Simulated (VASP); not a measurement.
Wanted: the native input for a VASP 6.6.1 run.

| Item | Value |
| --- | --- |
| Task | single point |
| Functional | LDA |
| Potentials or basis | VASP PAW LDA potentials, release 64 (Ca_sv) |
| Cutoff | 500 eV |
| k mesh | 11 × 11 × 11 |
| Occupations | fermi-dirac, width 0.08 eV |
| Spin | no spin polarisation |
| Dipole correction | no |
| Further INCAR settings | ALGO = Normal; EDIFF = 1e-06; NBANDS = 11 |

The structure of Ca lies in POSCAR:

```
Ca
1.0
    0.0000000000      2.7564359112      2.7564359112
    2.7564359112      0.0000000000      2.7564359112
    2.7564359112      2.7564359112      0.0000000000
Ca
1
Direct
    0.0000000000      0.0000000000      0.0000000000
```

The input as run:

INCAR

```
SYSTEM = Ca
ALGO = Normal ; EDIFF = 1E-6
ENCUT = 500 ; GGA_COMPAT = .FALSE.
ISIF = 2 ; ISMEAR = -1
LASPH = .TRUE. ; LCHARG = .FALSE.
LREAL = .FALSE. ; LWAVE = .FALSE.
NBANDS = 11 ; NELM = 120
PREC = Accurate ; SIGMA = 0.08
```

KPOINTS

```
k-points
0
G
  11 11 11
  0 0 0
```

Potentials or basis: VASP PAW LDA potentials, release 64 (Ca_sv).

Command:

```bash
$ cat potpaw_LDA.64/Ca_sv/POTCAR > POTCAR
$ mpirun -np 1 vasp_std > vasp.out
```

It gave:

```
Pressure               : -1.6 GPa
Band gap on the k mesh : zero (bands 5 and 6 overlap by 0.20 eV)
```

Wall time 7.2 s on 1 thread of Intel(R) Xeon(R) 6975P-C (Granite Rapids), on a shared host, peak memory 0.15 GiB.
